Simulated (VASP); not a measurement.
CoSi: single point with PBE

The system is CoSi.

```
Co Si
1.0
     3.71521    0.00000    0.00000
     0.00000    3.71521    0.00000
     0.00000    0.00000    3.54272
Co Si
2 2
Direct
  0.50000 0.00000 0.68387
  0.00000 0.50000 0.31613
  0.00000 0.00000 0.50000
  0.50000 0.50000 0.50000
```

The cell was built from a structure type or drawn by symmetry, and may not be a known phase.

```json
{
  "Program": "VASP 6.6.1",
  "Task": "single point",
  "Functional": "PBE",
  "Potentials or basis": "VASP PAW PBE potentials, release 64 (Co, Si)",
  "Cutoff": "600 eV",
  "k mesh": "6 × 6 × 6",
  "Occupations": "gaussian, width 0.1 eV",
  "Spin": "collinear spin, ferromagnetic start",
  "Starting moments": "[3.0, 3.0, 0.0, 0.0] μB"
}
```

| Quantity | Value |
| --- | --- |
| Pressure | 70.5 GPa |
| Largest force | 6.257 eV/Å |
| Band gap on the k mesh | zero (filled and empty bands overlap) |
| Net moment | 0.00 μB per cell |
| Valence electrons inside the program's atomic spheres | Co 9.25; Si 1.87 |

Forces on the atoms (eV/Å):
```
Co   0.000  0.000  6.257
Co   0.000  0.000 -6.257
Si   0.000  0.000  0.000
Si   0.000  0.000  0.000
```

Stress tensor (GPa, compression positive):
```
97.60  0.00  0.00
 0.00 97.60  0.00
 0.00  0.00 16.40
```

Levels at points of the mesh, in eV from the Fermi level:
Spin up:
| k point | band 9 | band 10 | band 11 | band 12 | band 13 | band 14 | band 15 | band 16 | band 17 | band 18 |
| --- | --- | --- | --- | --- | --- | --- | --- | --- | --- | --- |
| (0.00, 0.00, 0.00) | -1.77 | -1.77 | -1.46 | -0.58 | -0.58 | 1.54 | 1.63 | 3.51 | 3.58 | 6.32 |
| (0.50, 0.00, 0.00) | -1.88 | -1.88 | -1.55 | -1.55 | 1.96 | 1.96 | 2.15 | 2.15 | 3.22 | 3.22 |
| (0.50, 0.50, 0.00) | -2.49 | -2.49 | -1.90 | -1.90 | -0.70 | -0.70 | 2.35 | 2.35 | 6.70 | 6.70 |
| (0.00, 0.00, 0.50) | -2.51 | -1.64 | -1.05 | -0.88 | 1.11 | 1.11 | 3.36 | 3.74 | 4.47 | 4.71 |
| (0.50, 0.00, 0.50) | -1.48 | -1.48 | -1.33 | -1.33 | -0.19 | -0.19 | 2.38 | 2.38 | 3.86 | 3.86 |
| (0.50, 0.50, 0.50) | -2.47 | -2.47 | -0.60 | -0.60 | -0.43 | -0.43 | 0.39 | 0.39 | 1.50 | 1.50 |
Spin down:
| k point | band 9 | band 10 | band 11 | band 12 | band 13 | band 14 | band 15 | band 16 | band 17 | band 18 |
| --- | --- | --- | --- | --- | --- | --- | --- | --- | --- | --- |
| (0.00, 0.00, 0.00) | -1.77 | -1.77 | -1.46 | -0.58 | -0.58 | 1.54 | 1.63 | 3.51 | 3.58 | 6.32 |
| (0.50, 0.00, 0.00) | -1.88 | -1.88 | -1.55 | -1.55 | 1.96 | 1.96 | 2.15 | 2.15 | 3.22 | 3.22 |
| (0.50, 0.50, 0.00) | -2.49 | -2.49 | -1.90 | -1.90 | -0.70 | -0.70 | 2.35 | 2.35 | 6.70 | 6.70 |
| (0.00, 0.00, 0.50) | -2.51 | -1.64 | -1.05 | -0.88 | 1.11 | 1.11 | 3.36 | 3.74 | 4.47 | 4.71 |
| (0.50, 0.00, 0.50) | -1.48 | -1.48 | -1.33 | -1.33 | -0.19 | -0.19 | 2.38 | 2.38 | 3.86 | 3.86 |
| (0.50, 0.50, 0.50) | -2.47 | -2.47 | -0.60 | -0.60 | -0.43 | -0.43 | 0.39 | 0.39 | 1.50 | 1.50 |

It took 74 s on 1 thread of Intel(R) Xeon(R) Platinum 8488C (Sapphire Rapids), on a shared host, peak memory 0.24 GiB.

Caveat: the cell stands under pressure; forces of over 1 eV/Å act on the atoms, so gaps and moduli don't describe the material at rest.
